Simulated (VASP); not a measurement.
Set up this calculation in VASP 6.6.1, as the native input.

* Task: relaxation of cell and atoms
* Functional: r2SCAN
* Potentials or basis: VASP PAW PBE potentials, release 64 (Li_sv)
* Cutoff: 600 eV
* k mesh: 16 × 16 × 16
* Occupations: gaussian, width 0.1 eV
* Spin: no spin polarisation
* Target pressure: 1 GPa
* Dipole correction: no
* Further INCAR settings: ALGO = Normal; EDIFF = 1e-07; IBRION = 2; EDIFFG = -0.008; NSW = 70; ISIF = 3

The system is Li.

```
Li
1.0
     0.00000    2.18107    2.18107
     2.18107    0.00000    2.18107
     2.18107    2.18107    0.00000
Li
1
Direct
  0.00000 0.00000 0.00000
```

These files were run (other wordings do the same):

POSCAR

```
Li
1.0
    0.0000000000      2.1810742957      2.1810742957
    2.1810742957      0.0000000000      2.1810742957
    2.1810742957      2.1810742957      0.0000000000
Li
1
Direct
    0.0000000000      0.0000000000      0.0000000000
```

INCAR.step1

```
SYSTEM = Li
PREC = Accurate
ENCUT = 600
ISMEAR = 0
SIGMA = 0.1
LREAL = .FALSE.
LASPH = .TRUE.
NELM = 100
GGA = PE
ALGO = Normal
EDIFF = 1E-4
LWAVE = .TRUE.
LCHARG = .FALSE.
```

INCAR.step2

```
SYSTEM = Li
PREC = Accurate
ENCUT = 600
EDIFF = 1E-7
ISMEAR = 0
SIGMA = 0.1
LREAL = .FALSE.
LASPH = .TRUE.
NELM = 100
ALGO = Normal
ISIF = 3
LWAVE = .FALSE.
LCHARG = .FALSE.
METAGGA = R2SCAN
LMIXTAU = .TRUE.
IBRION = 2
NSW = 70
EDIFFG = -0.008
PSTRESS = 10.0
ISTART = 1
```

KPOINTS

```
Automatic mesh
0
G
  16 16 16
  0 0 0
```

Potentials or basis: VASP PAW PBE potentials, release 64 (Li_sv).

Run with:

```bash
$ cat potpaw_PBE.64/Li_sv/POTCAR > POTCAR
$ cp INCAR.step1 INCAR
$ mpirun -np 1 vasp_std > vasp.out
$ cp INCAR.step2 INCAR
$ mpirun -np 1 vasp_std > vasp.out
```

It gave:

```
Relaxed volume                                         : 19.01 Å³/atom
Relaxed cell                                           : a = 2.996 Å, b = 2.996 Å, c = 2.996 Å, α = 60.00°, β = 60.00°, γ = 60.00°
Space group after relaxing (to 0.05 Å)                 : Fm-3m (No. 225)
Energy change on relaxing (the enthalpy is what falls) : +5.7 meV/atom
Ionic steps                                            : 5
Pressure after relaxing                                : 1.0 GPa
```

Caveat: the cutoff is under 1.25 times the usual one of these potentials, so pressure, stress and relaxed cells hold a basis-set (Pulay) error; the cell is relaxed towards a set pressure, so the enthalpy falls and the energy may rise; the PAW data sets were made with another functional, which shifts forces and pressure a little.

Run time: 5.3 min on 1 thread of Intel(R) Xeon(R) Platinum 8488C (Sapphire Rapids), with other jobs on the host, peak memory 0.16 GiB.
